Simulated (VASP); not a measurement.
# ZrSi6 (P6/mmm) in VASP: a series of runs

ZrSi6 is run at these levels: PBE; tasks: single point, relaxation of cell and atoms.

Everything below comes from runs of VASP 6.6.1. Logs are shortened: lines on timing, memory, paths and dates and some standing lists are left out, and cuts for length are marked.

### Step 1. The cell of the first run

Symmetry: P6/mmm, No. 191, hexagonal system. The conventional cell has a = 7.171 Å, b = 7.171 Å, c = 2.709 Å, α = 90.00°, β = 90.00°, γ = 120.00°. Zr (site symmetry 6/mmm) has 2 Zr at 2.71 Å and 6 Si at 2.71 Å within 3.6 Å. Within 3.3 Å of Si (site symmetry mm2) lie 6 Si at 2.47 to 2.71 Å and 1 Zr at 2.71 Å.

### Step 2. Single point, PBE

Contents of INCAR:

```
SYSTEM = ZrSi6
ALGO = Normal
EDIFF = 1E-6
ENCUT = 520
GGA = PE
ISIF = 2
ISMEAR = 0
LASPH = .TRUE.
LCHARG = .FALSE.
LREAL = .FALSE.
LWAVE = .FALSE.
NBANDS = 27
NELM = 100
PREC = Accurate
SIGMA = 0.1
```

Contents of KPOINTS:

```
k-points
0
G
  6 6 14
  0 0 0
```

Contents of POSCAR:

```
ZrSi6
1.0
    7.1710526678      0.0000000000      0.0000000000
   -3.5855263339      6.2103137822      0.0000000000
    0.0000000000      0.0000000000      2.7091500821
Zr Si
1 6
Direct
    0.0000000000      0.0000000000      0.0000000000
    0.2183686936      0.7816313064      0.0000000000
    0.2183686936      0.4367373873      0.0000000000
    0.5632626127      0.7816313064      0.0000000000
    0.7816313064      0.2183686936      0.0000000000
    0.7816313064      0.5632626127      0.0000000000
    0.4367373873      0.2183686936      0.0000000000
```

Potentials or basis: VASP PAW PBE potentials, release 64 (Zr_sv, Si).

On the command line:

```sh
$ cat potpaw_PBE.64/Zr_sv/POTCAR potpaw_PBE.64/Si/POTCAR > POTCAR
$ mpirun -np 1 vasp_std > vasp.out
```

OUTCAR:

```text
SYSTEM = ZrSi6
   EDIFF = 1E-6
   ENCUT = 520
   GGA = PE
   ISIF = 2
   ISMEAR = 0
   LASPH = .TRUE.
   LREAL = .FALSE.
   NELM = 100
   PREC = Accurate

 ion  position               nearest neighbor table
   1  0.000  0.000  0.000-   2 2.71   5 2.71   4 2.71   7 2.71   6 2.71   3 2.71
   2  0.218  0.782  0.000-   4 2.47   3 2.47   1 2.71   6 2.71   7 2.71
   3  0.218  0.437  0.000-   2 2.47   4 2.47   5 2.71   1 2.71   7 2.71
   4  0.563  0.782  0.000-   2 2.47   3 2.47   5 2.71   1 2.71   6 2.71
   5  0.782  0.218  0.000-   7 2.47   6 2.47   1 2.71   3 2.71   4 2.71
   6  0.782  0.563  0.000-   5 2.47   7 2.47   2 2.71   1 2.71   4 2.71
   7  0.437  0.218  0.000-   5 2.47   6 2.47   2 2.71   1 2.71   3 2.71

  LATTYP: Found a hexagonal cell.
 ALAT       =     7.1710526678
 C/A-ratio  =     0.3777897343

  Lattice vectors:

 A1 = (   7.1710526678,   0.0000000000,   0.0000000000)
 A2 = (  -3.5855263339,   6.2103137822,   0.0000000000)
 A3 = (   0.0000000000,   0.0000000000,   2.7091500821)

Analysis of symmetry for initial positions (statically):
=====================================================================
 Subroutine PRICEL returns:
 Original cell was already a primitive cell.

 Routine SETGRP: Setting up the symmetry group for a
 hexagonal supercell.

 Subroutine GETGRP returns: Found 24 space group operations
 (whereof 24 operations were pure point group operations)
 out of a pool of 24 trial point group operations.

The static configuration has the point symmetry D_6h.

Analysis of symmetry for dynamics (positions and initial velocities):
=====================================================================
 Subroutine PRICEL returns:
 Original cell was already a primitive cell.

 Routine SETGRP: Setting up the symmetry group for a
 hexagonal supercell.

 Subroutine GETGRP returns: Found 24 space group operations
 (whereof 24 operations were pure point group operations)
 out of a pool of 24 trial point group operations.

The dynamic configuration has the point symmetry D_6h.

 Subroutine INISYM returns: Found 24 space group operations
 (whereof 24 operations are pure point group operations),
 and found     1 'primitive' translations

----------------------------------------------------------------------------------------

                                     Primitive cell

  volume of cell :     120.6506

  direct lattice vectors                    reciprocal lattice vectors
     7.171052668  0.000000000  0.000000000     0.139449541  0.080511230  0.000000000
    -3.585526334  6.210313782  0.000000000     0.000000000  0.161022460  0.000000000
     0.000000000  0.000000000  2.709150082     0.000000000  0.000000000  0.369119454

  length of vectors
     7.171052668  7.171052668  2.709150082     0.161022460  0.161022460  0.369119454

  position of ions in fractional coordinates (direct lattice)
     0.000000000  0.000000000  0.000000000
     0.218368694  0.781631306  0.000000000
     0.218368694  0.436737387  0.000000000
     0.563262613  0.781631306  0.000000000
     0.781631306  0.218368694  0.000000000
     0.781631306  0.563262613  0.000000000
     0.436737387  0.218368694  0.000000000

  ion indices of the primitive-cell ions
   primitive index   ion index
                 1           1
                 2           2
                 3           3
                 4           4
                 5           5
                 6           6
                 7           7

----------------------------------------------------------------------------------------

 KPOINTS: k-points

Automatic generation of k-mesh.
 Grid dimensions read from file:
 generate k-points for:    6    6   14

 Generating k-lattice:

  Cartesian coordinates                     Fractional coordinates (reciprocal lattice)
     0.023241590  0.013418538  0.000000000     0.166666667  0.000000000  0.000000000
     0.000000000  0.026837077  0.000000000     0.000000000  0.166666667  0.000000000
     0.000000000  0.000000000  0.026365675     0.000000000  0.000000000  0.071428571

  Length of vectors
     0.026837077  0.026837077  0.026365675

  Shift w.r.t. Gamma in fractional coordinates (k-lattice)
     0.000000000  0.000000000  0.000000000

 Subroutine IBZKPT returns following result:
 ===========================================

 Found     56 irreducible k-points:

 Following reciprocal coordinates:
            Coordinates               Weight
  0.000000  0.000000  0.000000      1.000000
  0.166667  0.000000  0.000000      6.000000
  0.333333  0.000000  0.000000      6.000000
  0.500000  0.000000  0.000000      3.000000
  0.166667  0.166667  0.000000      6.000000
  0.333333  0.166667  0.000000     12.000000
[... 16 lines left out ...]
  0.166667  0.000000  0.214286     12.000000
  0.333333  0.000000  0.214286     12.000000
 [... further k-points ...]
   k-points           NKPTS =     56   k-points in BZ     NKDIM =     56   number of bands    NBANDS=     27
   number of dos      NEDOS =    301   number of ions     NIONS =      7
   total plane-waves  NPLWV =  58320
   dimension x,y,z NGX =    54 NGY =   54 NGZ =   20
   dimension x,y,z NGXF=   108 NGYF=  108 NGZF=   40
   ions per type =               1   6
   NGX,Y,Z   is equivalent  to a cutoff of  12.52, 12.52, 12.27 a.u.
   NGXF,Y,Z  is equivalent  to a cutoff of  25.04, 25.04, 24.55 a.u.
 SYSTEM =  ZrSi6
   PREC   = accura    normal or accurate (medium, high low for compatibility)
   ISTART =      0    job   : 0-new  1-cont  2-samecut
   ICHARG =      2    charge: 1-file 2-atom 10-const
   ISPIN  =      1    spin polarized calculation?
   LNONCOLLINEAR =      F non collinear calculations
   LSORBIT =      F    spin-orbit coupling
   LASPH  =      T    aspherical Exc in radial PAW
   ENCUT  =  520.0 eV  38.22 Ry    6.18 a.u.  13.33 13.33  5.04*2*pi/ulx,y,z
   NELM   =    100;   NELMIN=  2; NELMDL= -5     # of ELM steps
   EDIFF  = 0.1E-05   stopping-criterion for ELM
   LREAL  =      F    real-space projection
   EDIFFG = 0.1E-04   stopping-criterion for IOM
   NSW    =      0    number of steps for IOM
   IBRION =     -1    ionic relax: 0-MD 1-quasi-New 2-CG
   NFREE  =      0    steps in history (QN), initial steepest desc. (CG)
   ISIF   =      2    stress and relaxation
   ISYM   =      2    0-nonsym 1-usesym 2-fastsym
   POTIM  = 0.5000    time-step for ionic-motion
   TEBEG  =    0.0;   TEEND  =   0.0 temperature during run
   PSTRESS=    0.0 pullay stress
   NELECT =      36.0000    total number of electrons
   NUPDOWN=      -1.0000    fix difference up-down
   EMIN   =  10.00;   EMAX   =-10.00  energy-range for DOS
   EFERMI =   0.00;   METHOD = LEGACY
   ISMEAR =     0;   SIGMA  =   0.10  broadening in eV -4-tet -1-fermi 0-gaus
   EFERMI_NEDOS =   21; number of points for ismear=-14 and -15
   IALGO  =     38    algorithm
   IMIX   =      4    mixing-type and parameters
     AMIX     =   0.40;   BMIX     =  1.00
     AMIX_MAG =   1.60;   BMIX_MAG =  1.00
  volume/ion in A,a.u.               =      17.24       116.31
  Fermi-wavevector in a.u.,A,eV,Ry     =   1.093954  2.067274 16.282580  1.196736
  Thomas-Fermi vector in A             =   2.230250
   LORBIT       =      0    0 simple, 1 ext, 2 COOP (PROOUT), +10 PAW based schemes
   GGA     = PE    functional components
   LHFCALC =     F    Hartree Fock is set to
   AEXX    =    0.0000 exact exchange contribution
   IVDW    =     0    specifies the selected vdW correction
   LEPSILON=     F    determine dielectric tensor
   LRPA    =     F    only Hartree local field effects (RPA)
 non-spin polarized calculation
 Gauss-broadening in eV      SIGMA  =   0.10
  energy-cutoff  :      520.00
  volume of cell :      120.65
 maximum number of plane-waves:      3281
 NGX is ok and might be reduce to    54
   NGX = 27   NGY = 27   NGZ = 11

 number of electron      36.0000001 magnetization

 Free energy of the ion-electron system (eV)
  ---------------------------------------------------
  ext. energy  EPLUGINS =         0.00000000
  ---------------------------------------------------
  free energy    TOTEN  =       -38.51530450 eV

  energy without entropy =      -38.50214517  energy(sigma->0) =      -38.50872484

 E-fermi :   8.4323     XC(G=0): -10.6832

 val. band max:        8.4163038673   @ k =   0.1667   0.1667   0.0000
 cond. band min:       8.4328964560   @ k =   0.5000   0.0000   0.2857
 fundamental gap:      0.0165925887
 Fermi energy:         8.4322895137

 k-point     1 :       0.0000    0.0000    0.0000
  band No.  band energies     occupation
      1     -40.0975      2.00000
      2     -18.2930      2.00000
      3     -18.2930      2.00000
      4     -17.1201      2.00000
      5      -4.2188      2.00000
      6      -1.9722      2.00000
[... 19 lines left out ...]
     26      13.8988      0.00000
     27      14.9218      0.00000

 k-point     2 :       0.1667    0.0000    0.0000
  band No.  band energies     occupation
      1     -40.0975      2.00000
      2     -18.2930      2.00000
      3     -18.2930      2.00000
      4     -17.1200      2.00000
      5      -4.1226      2.00000
      6      -2.2474      2.00000
[... 19 lines left out ...]
     26      14.0535      0.00000
     27      14.8051      0.00000

 k-point     3 :       0.3333    0.0000    0.0000
  band No.  band energies     occupation
      1     -40.0975      2.00000
      2     -18.2932      2.00000
      3     -18.2930      2.00000
      4     -17.1201      2.00000
      5      -3.8509      2.00000
      6      -2.7705      2.00000
[... 594 lines left out ...]
      1     -39.9849      2.00000
      2     -18.1863      2.00000
      3     -18.1863      2.00000
      4     -17.9634      2.00000
      5      -3.2746      2.00000
      6      -1.4156      2.00000
[... 19 lines left out ...]
     26      12.0799      0.00000
     27      12.0952      0.00000

 k-point    24 :       0.3333    0.0000    0.2143
  band No.  band energies     occupation
      1     -39.9849      2.00000
      2     -18.1864      2.00000
      3     -18.1863      2.00000
      4     -17.9634      2.00000
      5      -3.0088      2.00000
      6      -1.9349      2.00000
[... 19 lines left out ...]
     26      12.2765      0.00000
     27      12.7354      0.00000

 [... further k-points ...]

------------------------ aborting loop because EDIFF is reached ----------------------------------------

  FORCE on cell =-STRESS in cart. coord.  units (eV):
  Direction    XX          YY          ZZ          XY          YZ          ZX
  --------------------------------------------------------------------------------------
  -------------------------------------------------------------------------------------
  Total       -0.0427303     -0.0427303     -0.0119162      0.0000000     -0.0000000      0.0000000
  in kB       -0.5674359     -0.5674359     -0.1582410      0.0000000     -0.0000000      0.0000000
  external PRESSURE =      -0.4310376 kB  Pullay stress =       0.0000000 kB

 VOLUME and BASIS-vectors are now :
 -----------------------------------------------------------------------------
  energy-cutoff  :      520.00
  volume of cell :      120.65
      direct lattice vectors                 reciprocal lattice vectors
     7.171052668  0.000000000  0.000000000     0.139449541  0.080511230  0.000000000
    -3.585526334  6.210313782  0.000000000     0.000000000  0.161022460  0.000000000
     0.000000000  0.000000000  2.709150082     0.000000000  0.000000000  0.369119454

 POSITION                                       TOTAL-FORCE (eV/Angst)
 -----------------------------------------------------------------------------------
      0.00000      0.00000      0.00000        -0.000000      0.000000      0.000000
     -1.23663      4.85418      0.00000         0.011567     -0.006678     -0.000000
     -0.00000      2.71228      0.00000        -0.000000      0.013357      0.000000
      1.23663      4.85418      0.00000        -0.011567     -0.006678     -0.000000
      4.82215      1.35614      0.00000        -0.011567      0.006678      0.000000
      3.58553      3.49804      0.00000        -0.000000     -0.013357     -0.000000
      2.34890      1.35614      0.00000         0.011567      0.006678      0.000000
 -----------------------------------------------------------------------------------
    total drift:                                0.000000      0.000000      0.000000

  FREE ENERGIE OF THE ION-ELECTRON SYSTEM (eV)
  ---------------------------------------------------
  free  energy   TOTEN  =       -38.5153045015 eV

  energy  without entropy=      -38.5021451686  energy(sigma->0) =      -38.50872484
```

It took 2.1 min on 1 thread of Intel Xeon Platinum 8488C (Sapphire Rapids), shared host; peak memory 0.31 GiB.

What came out:

```yaml
Free_energy: -38.5153 eV
Pressure: 0.0 GPa
Largest_force: 0.013 eV/Å
Band_gap_on_the_k_mesh: zero (band 18 reaches 10.16 eV, above the bottom of band 19 at 7.50 eV)
```

Forces on the atoms (eV/Å):
```
Zr   0.000  0.000  0.000
Si   0.012 -0.007  0.000
Si   0.000  0.013  0.000
Si  -0.012 -0.007  0.000
Si  -0.012  0.007  0.000
Si   0.000 -0.013  0.000
Si   0.012  0.007  0.000
```

Levels at points of the mesh, in eV from the Fermi level:
```
           k point  band 14  band 15  band 16  band 17  band 18  band 19  band 20  band 21  band 22  band 23
(0.00, 0.00, 0.00)    -1.79    -1.51    -1.31    -1.31     0.15     0.26     0.26     2.01     4.37     4.37
(0.50, 0.00, 0.00)    -3.41    -1.86    -1.76     0.01     1.09     1.17     2.14     3.71     4.09     4.22
(0.00, 0.00, 0.50)    -3.91    -3.61    -2.38    -2.38     0.15     0.15     0.58     0.58     1.14     1.36
(0.50, 0.00, 0.50)    -3.07    -2.52    -1.78    -1.64    -1.44    -0.58    -0.37    -0.19     0.02     0.94
```

[end of part 1 of 2]
